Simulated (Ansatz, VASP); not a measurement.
**One calculation of Al2Ru, two programs**

```
Al Ru
1.0
     0.00000    4.03824    4.43955
     2.24011    0.00000    4.43955
     2.24011    4.03824    0.00000
Al Ru
4 2
Cartesian
  1.1201 0.6372 2.2198
  1.1201 3.4010 2.2198
  2.2401 1.3819 4.4395
  2.2401 6.6946 4.4395
  3.3602 6.0574 6.6593
  2.2401 4.0382 4.4395
```

Change from the starting cell: volume 13.387 Å^3 an atom, stretch along a over the lengths across it, relative to the relaxed cell 0.9415.

Alike in both runs: task single point; functional LDA; k mesh 10 × 10 × 10; occupations gaussian, width 0.03 eV; no spin polarisation.

|  | VASP | Ansatz |
| --- | --- | --- |
| version | VASP 6.6.1 | Ansatz 0.2.0 |
| potentials or method | VASP PAW LDA potentials, release 64 (Al, Ru_pv), cutoff 520 eV | scalar-relativistic, plane waves, PAW |
| valence electrons in the cell | 40 | 44 |

VASP gave:

```
gap on the k mesh at the Fermi level (eV)                     : none
pressure (GPa)                                                : 1.2
traceless stress, the component that is largest in VASP (GPa) : 11.80
rms of the force components (eV/Å)                            : 0.120
```

Q: Estimate Ansatz's values.

A: gap on the k mesh at the Fermi level (eV): none; pressure (GPa): 0.8; traceless stress, the component that is largest in VASP (GPa): 11.76; rms of the force components (eV/Å): 0.118.

Ansatz warns that its potentials were made for another functional, while VASP's fit it. LDA's correlation is that of Perdew and Zunger in VASP and of Perdew and Wang (1992) in Ansatz. Atom by atom the forces differ by 0.002 eV/Å (rms over components). A gap of «none» marks a metal or a gap that the smearing closes. VASP's potentials hold 40 valence electrons a cell and Ansatz's 44, so a difference there can come from the potentials and not from the codes.
